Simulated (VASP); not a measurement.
Wanted: the native input for a VASP 6.6.1 run.

```yaml
Task: single point
Functional: PBE
Potentials_or_basis: VASP PAW PBE potentials, release 64 (Ti_sv, N)
Cutoff: 600 eV
k_mesh: 10 × 10 × 10
Occupations: methfessel-paxton, width 0.1 eV
Spin: no spin polarisation
Dipole_correction: no
Further_INCAR_settings: ALGO = Normal; EDIFF = 1e-06; NBANDS = 16
```

The structure of TiN (Osbornite) lies in POSCAR:

```
TiN
1.0
    0.0000000000      2.1190000000      2.1190000000
    2.1190000000      0.0000000000      2.1190000000
    2.1190000000      2.1190000000      0.0000000000
Ti N
1 1
Direct
    0.0000000000      0.0000000000      0.0000000000
    0.5000000000      0.5000000000      0.5000000000
```

These files were run (other wordings do the same):

INCAR

```
ALGO = Normal
EDIFF = 1E-6
ENCUT = 600
GGA = PE
GGA_COMPAT = False
ISIF = 2
ISMEAR = 1
LASPH = True
LCHARG = False
LREAL = False
LWAVE = False
NBANDS = 16
NELM = 120
PREC = Accurate
SIGMA = 0.1
```

KPOINTS

```
k-points
0
Gamma
  10 10 10
```

Potentials or basis: VASP PAW PBE potentials, release 64 (Ti_sv, N).

Run with:

```sh
$ cat potpaw_PBE.64/Ti_sv/POTCAR potpaw_PBE.64/N/POTCAR > POTCAR
$ mpirun -np 1 vasp_std > vasp.out
```

Results of the run:

| Quantity | Value |
| --- | --- |
| Pressure | 2.0 GPa |

Wall time 42 s on 1 thread of AMD EPYC 7R13, on a shared host, peak memory 0.12 GiB.
